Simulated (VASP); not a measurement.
# MgH (P4_2/mmc) in VASP: notebook, part 2 of 2

VASP 6.6.1. Earlier steps stand in the parts before.

### 4 Relaxation of cell and atoms, PBE (atoms taken out)

File INCAR:

```
ALGO = Normal
EDIFF = 1E-6
EDIFFG = -0.04
ENCUT = 600
GGA = PE
IBRION = 2
ISIF = 3
ISMEAR = 0
LASPH = T
LCHARG = F
LREAL = F
LWAVE = F
NELM = 100
NSW = 90
PREC = Accurate
SIGMA = 0.1
```

File KPOINTS:

```
k-points
0
Gamma
  6 6 4
```

File POSCAR:

```
MgH
1.0
    3.3917235357      0.0000000000      0.0000000000
    0.0000000000      3.3917235357      0.0000000000
    0.0000000000      0.0000000000      4.4431203599
Mg H
2 2
Direct
    0.0000000000      0.5000000000      0.0000000000
    0.5000000000      0.0000000000      0.5000000000
    0.5000000000      0.5000000000      0.2500000000
    0.5000000000      0.5000000000      0.7500000000
```

Launch:

```console
$ cat potpaw_PBE.64/Mg/POTCAR potpaw_PBE.64/H/POTCAR > POTCAR
$ mpirun -np 1 vasp_std > vasp.out
```

It took 13 s on 1 thread of Intel Xeon 6975P-C (Granite Rapids), shared host; peak memory 0.17 GiB.

The run converged. Its results:

```
Free energy                           : -9.7230 eV
Relaxed volume                        : 12.68 Å³/atom
Relaxed cell                          : a = 3.356 Å, b = 3.356 Å, c = 4.506 Å, α = 90.00°, β = 90.00°, γ = 90.00°
Space group after relaxing (to 0.1 Å) : P4_2/mmc (No. 131)
Energy gained by relaxing             : 1.7 meV/atom
Ionic steps                           : 3
Pressure after relaxing               : 0.1 GPa
Band gap on the k mesh                : zero (bands 3 and 4 overlap by 4.37 eV)
```

Step by step:
```csv
step,energy change (eV),largest force (eV/Å),pressure (GPa),volume (Å³)
1,0.0000,0.0000,-0.24,51.11
2,-0.0041,0.0000,-0.11,50.97
3,-0.0067,0.0000,0.11,50.73
```

Final structure:
```
CELL_PARAMETERS angstrom
3.35551 0.00000 0.00000
0.00000 3.35551 0.00000
0.00000 0.00000 4.50560
ATOMIC_POSITIONS crystal
Mg 0.00000 0.50000 0.00000
Mg 0.50000 0.00000 0.50000
H 0.50000 0.50000 0.25000
H 0.50000 0.50000 0.75000
```

Levels at points of the mesh, in eV from the Fermi level:
```tsv
k point	band 1	band 2	band 3	band 4	band 5	band 6	band 7
(0.00, 0.00, 0.00)	-9.00	-3.90	0.64	1.33	5.19	5.19	7.30
(0.50, 0.00, 0.00)	-7.30	-3.51	-2.89	2.82	3.38	4.39	6.71
(0.50, 0.50, 0.00)	-6.07	-2.21	-0.50	-0.07	-0.07	5.31	5.86
(0.00, 0.00, 0.50)	-7.30	-7.30	2.76	2.76	6.74	6.74	6.78
(0.50, 0.00, 0.50)	-5.76	-5.70	-1.83	-1.61	7.26	8.32	9.06
(0.50, 0.50, 0.50)	-4.64	-4.64	1.19	1.19	1.34	1.34	2.24
```

Caveat: the cell differs from its parent crystal (atoms taken out).

### 5 Single point, PBE (atoms taken out)

File INCAR:

```
PREC     = Accurate       # precision mode
ENCUT    = 520            # plane-wave cutoff, eV
EDIFF    = 1E-7           # SCF threshold, eV
ISMEAR   = 0              # smearing method
SIGMA    = 0.1            # smearing width, eV
LREAL    = F              # projectors in reciprocal space
LASPH    = T              # aspherical terms in the spheres
NELM     = 100            # most SCF steps
ALGO     = Normal         # electronic algorithm
ISIF     = 2              # what is computed and relaxed
LWAVE    = F              # write WAVECAR
LCHARG   = F              # write CHGCAR
GGA      = PE             # functional
NBANDS   = 11             # bands
```

File KPOINTS:

```
regular mesh
0
Gamma
  14 14 10
```

File POSCAR:

```
MgH
1.0
    3.3580868613      0.0000000000      0.0000000000
    0.0000000000      3.3580868613      0.0000000000
    0.0000000000      0.0000000000      4.5188989814
Mg H
2 2
Direct
    0.0000000000      0.5000000000      0.0000000000
    0.5000000000      0.0000000000      0.5000000000
    0.5000000000      0.5000000000      0.2500000000
    0.5000000000      0.5000000000      0.7500000000
```

Potentials or basis: VASP PAW PBE potentials, release 64 (Mg, H).

Launch:

```console
$ cat potpaw_PBE.64/Mg/POTCAR potpaw_PBE.64/H/POTCAR > POTCAR
$ mpirun -np 1 vasp_std > vasp.out
```

OUTCAR:

```text
PREC = Accurate
   ENCUT = 520
   EDIFF = 1E-7
   ISMEAR = 0
   LREAL = F
   LASPH = T
   NELM = 100
   ISIF = 2
   GGA = PE

 ion  position               nearest neighbor table
   1  0.000  0.500  0.000-   3 2.02   4 2.02   3 2.02   4 2.02   2 3.28   2 3.28   2 3.28   2 3.28
                             2 3.28   2 3.28   2 3.28   2 3.28
   2  0.500  0.000  0.500-   3 2.02   4 2.02   3 2.02   4 2.02   1 3.28   1 3.28   1 3.28   1 3.28
                             1 3.28   1 3.28   1 3.28   1 3.28
   3  0.500  0.500  0.250-   1 2.02   2 2.02   2 2.02   1 2.02
   4  0.500  0.500  0.750-   1 2.02   2 2.02   2 2.02   1 2.02

  LATTYP: Found a simple tetragonal cell.
 ALAT       =     3.3580868613
 C/A-ratio  =     1.3456766213

  Lattice vectors:

 A1 = (   3.3580868613,   0.0000000000,   0.0000000000)
 A2 = (   0.0000000000,   3.3580868613,   0.0000000000)
 A3 = (   0.0000000000,   0.0000000000,   4.5188989814)

Analysis of symmetry for initial positions (statically):
=====================================================================
 Subroutine PRICEL returns:
 Original cell was already a primitive cell.

 Routine SETGRP: Setting up the symmetry group for a
 simple tetragonal supercell.

 Subroutine GETGRP returns: Found 16 space group operations
 (whereof  8 operations were pure point group operations)
 out of a pool of 16 trial point group operations.

The static configuration has the point symmetry D_2h.
 The point group associated with its full space group is D_4h.

Analysis of symmetry for dynamics (positions and initial velocities):
=====================================================================
 Subroutine PRICEL returns:
 Original cell was already a primitive cell.

 Routine SETGRP: Setting up the symmetry group for a
 simple tetragonal supercell.

 Subroutine GETGRP returns: Found 16 space group operations
 (whereof  8 operations were pure point group operations)
 out of a pool of 16 trial point group operations.

The dynamic configuration has the point symmetry D_2h.
 The point group associated with its full space group is D_4h.

[... 134 lines left out ...]
 Gauss-broadening in eV      SIGMA  =   0.10
  energy-cutoff  :      520.00
  volume of cell :       50.96
 maximum number of plane-waves:      1393
 NGX is ok and might be reduce to    28
   NGX = 13   NGY = 13   NGZ = 17

 number of electron       6.0000000 magnetization

 Free energy of the ion-electron system (eV)
  ---------------------------------------------------
  ext. energy  EPLUGINS =         0.00000000
  ---------------------------------------------------
  free energy    TOTEN  =        -9.73938892 eV

  energy without entropy =       -9.73522030  energy(sigma->0) =       -9.73730461

 E-fermi :   2.8120     XC(G=0):  -8.7045

 val. band max:        2.7950764947   @ k =   0.4286   0.0000   0.3000
 cond. band min:       2.8209689290   @ k =   0.2857   0.1429   0.5000
 fundamental gap:      0.0258924343
 Fermi energy:         2.8120353523

 k-point     1 :       0.0000    0.0000    0.0000
  band No.  band energies     occupation
      1      -6.3417      2.00000
      2      -1.2709      2.00000
      3       3.2532      0.00000
      4       3.9725      0.00000
      5       7.8305      0.00000
      6       7.8305      0.00000
      7       9.9057      0.00000
      8      10.8053      0.00000
      9      13.1525      0.00000
     10      13.1525      0.00000
     11      13.5084      0.00000
[... 309 lines left out ...]
 k-point    24 :       0.3571    0.2143    0.0000
  band No.  band energies     occupation
      1      -4.6866      2.00000
      2      -0.2394      2.00000
      3       0.4964      2.00000
      4       4.5362      0.00000
      5       5.6804      0.00000
      6       6.5474      0.00000
      7       8.2210      0.00000
      8       9.0835      0.00000
      9      10.2689      0.00000
     10      13.4562      0.00000
     11      14.1679      0.00000

 [... further k-points ...]

------------------------ aborting loop because EDIFF is reached ----------------------------------------

  FORCE on cell =-STRESS in cart. coord.  units (eV):
  Direction    XX          YY          ZZ          XY          YZ          ZX
  --------------------------------------------------------------------------------------
  -------------------------------------------------------------------------------------
  Total       -0.0695035     -0.0695035     -0.0801580     -0.0000000      0.0000000      0.0000000
  in kB       -2.1852482     -2.1852482     -2.5202362     -0.0000000      0.0000000      0.0000000
  external PRESSURE =      -2.2969108 kB  Pullay stress =       0.0000000 kB

 VOLUME and BASIS-vectors are now :
 -----------------------------------------------------------------------------
  energy-cutoff  :      520.00
  volume of cell :       50.96
      direct lattice vectors                 reciprocal lattice vectors
     3.358086861  0.000000000  0.000000000     0.297788604  0.000000000  0.000000000
     0.000000000  3.358086861  0.000000000     0.000000000  0.297788604  0.000000000
     0.000000000  0.000000000  4.518898981     0.000000000  0.000000000  0.221292842

 POSITION                                       TOTAL-FORCE (eV/Angst)
 -----------------------------------------------------------------------------------
      0.00000      1.67904      0.00000        -0.000000     -0.000000      0.000000
      1.67904      0.00000      2.25945        -0.000000     -0.000000      0.000000
      1.67904      1.67904      1.12972         0.000000     -0.000000     -0.000000
      1.67904      1.67904      3.38917        -0.000000      0.000000     -0.000000
 -----------------------------------------------------------------------------------
    total drift:                               -0.000000      0.000000      0.000000

  FREE ENERGIE OF THE ION-ELECTRON SYSTEM (eV)
  ---------------------------------------------------
  free  energy   TOTEN  =        -9.7393889234 eV

  energy  without entropy=       -9.7352202968  energy(sigma->0) =       -9.73730461
```

Wall time 59 s (1 thread of Intel Xeon 6975P-C (Granite Rapids), shared host); peak memory 0.25 GiB.

What came out:

* Free energy: -9.7394 eV
* Pressure: -0.2 GPa
* Band gap on the k mesh: zero (bands 3 and 4 overlap by 4.37 eV)

Caveat: the cell differs from its parent crystal (atoms taken out).

### 6 Relaxation of cell and atoms, PBE (atoms taken out)

File INCAR:

```
SYSTEM = MgH
PREC = Accurate
ENCUT = 600
EDIFF = 1E-6
ISMEAR = 0
SIGMA = 0.1
LREAL = .FALSE.
LASPH = .TRUE.
NELM = 80
ALGO = Normal
ISIF = 3
LWAVE = .FALSE.
LCHARG = .FALSE.
GGA = PE
IBRION = 2
NSW = 100
EDIFFG = -0.01
```

File KPOINTS:

```
Automatic mesh
0
G
  14 14 10
  0 0 0
```

File POSCAR:

```
MgH
1.0
    3.3626762651      0.0000000000      0.0000000000
    0.0000000000      3.3626762651      0.0000000000
    0.0000000000      0.0000000000      4.5162621117
Mg H
2 2
Direct
    0.0000000000      0.5000000000      0.0000000000
    0.5000000000      0.0000000000      0.5000000000
    0.5000000000      0.5000000000      0.2500000000
    0.5000000000      0.5000000000      0.7500000000
```

Potentials or basis: VASP PAW PBE potentials, release 64 (Mg, H).

Launch:

```console
$ cat potpaw_PBE.64/Mg/POTCAR potpaw_PBE.64/H/POTCAR > POTCAR
$ mpirun -np 1 vasp_std > vasp.out
```

Wall time 56 s (1 thread of Intel Xeon 6975P-C (Granite Rapids), shared host); peak memory 0.26 GiB.

Results (log left out):

| Quantity | Value |
| --- | --- |
| Free energy | -9.7405 eV |
| Relaxed volume | 12.69 Å³/atom |
| Relaxed cell | a = 3.355 Å, b = 3.355 Å, c = 4.510 Å, α = 90.00°, β = 90.00°, γ = 90.00° |
| Space group after relaxing (to 0.1 Å) | P4_2/mmc (No. 131) |
| Energy gained by relaxing | 0.1 meV/atom |
| Ionic steps | 3 |
| Pressure after relaxing | 0.0 GPa |
| Band gap on the k mesh | zero (bands 3 and 4 overlap by 4.37 eV) |

The path:
```tsv
step	energy change (eV)	largest force (eV/Å)	pressure (GPa)	volume (Å³)
1	0.0000	0.0000	-0.28	51.07
2	-0.0002	0.0000	-0.13	50.90
3	-0.0003	0.0000	0.00	50.77
```

Final structure:
```xyz
4
Lattice="3.3550 0.0000 0.0000 0.0000 3.3550 0.0000 0.0000 0.0000 4.5102" Properties=species:S:1:pos:R:3 pbc="T T T"
Mg    0.0000    1.6775    0.0000
Mg    1.6775    0.0000    2.2551
H     1.6775    1.6775    1.1276
H     1.6775    1.6775    3.3827
```

Levels at points of the mesh, in eV from the Fermi level:
| k point | band 1 | band 2 | band 3 | band 4 | band 5 | band 6 | band 7 |
| --- | --- | --- | --- | --- | --- | --- | --- |
| (0.00, 0.00, 0.00) | -9.17 | -4.08 | 0.45 | 1.16 | 5.02 | 5.02 | 7.12 |
| (0.50, 0.00, 0.00) | -7.47 | -3.68 | -3.07 | 2.64 | 3.20 | 4.20 | 6.55 |
| (0.50, 0.50, 0.00) | -6.24 | -2.39 | -0.67 | -0.24 | -0.24 | 5.13 | 5.68 |
| (0.00, 0.00, 0.50) | -7.47 | -7.47 | 2.59 | 2.59 | 6.57 | 6.57 | 6.61 |
| (0.50, 0.00, 0.50) | -5.93 | -5.87 | -2.01 | -1.79 | 7.08 | 8.14 | 8.89 |
| (0.50, 0.50, 0.50) | -4.81 | -4.81 | 1.02 | 1.02 | 1.17 | 1.17 | 2.06 |

Caveat: the cell differs from its parent crystal (atoms taken out).

### 7 Summary

```csv
task,cell,k mesh,cutoff (eV),gap on the mesh (eV),pressure (GPa),relaxed volume (Å³/atom)
single point,"a = 3.363, b = 3.363, c = 4.516 Å, 4 atoms",6 × 6 × 4,520,none,-0.3,-
relaxation of cell and atoms,"relaxed from a = 3.914, b = 3.914, c = 5.536 Å, 4 atoms",4 × 4 × 4,600,none,0.0,12.72
relaxation of cell and atoms,"relaxed from a = 3.392, b = 3.392, c = 4.443 Å, 4 atoms",6 × 6 × 4,600,none,0.1,12.68
single point,"a = 3.358, b = 3.358, c = 4.519 Å, 4 atoms",14 × 14 × 10,520,none,-0.2,-
relaxation of cell and atoms,"relaxed from a = 3.363, b = 3.363, c = 4.516 Å, 4 atoms",14 × 14 × 10,600,none,0.0,12.69
```

Alike in all rows: level PBE; potentials or basis VASP PAW PBE potentials, release 64 (Mg, H); no spin polarisation; smearing gaussian 0.1 eV.

Caveats: some runs use coarse meshes; the volume moved by over 15 % at a fixed basis, so the end points are rough (at least some runs).

Absolute energies hang on the potentials; compare differences alone.

The gap in the log of VASP goes by the Fermi energy; the results here count the filled bands.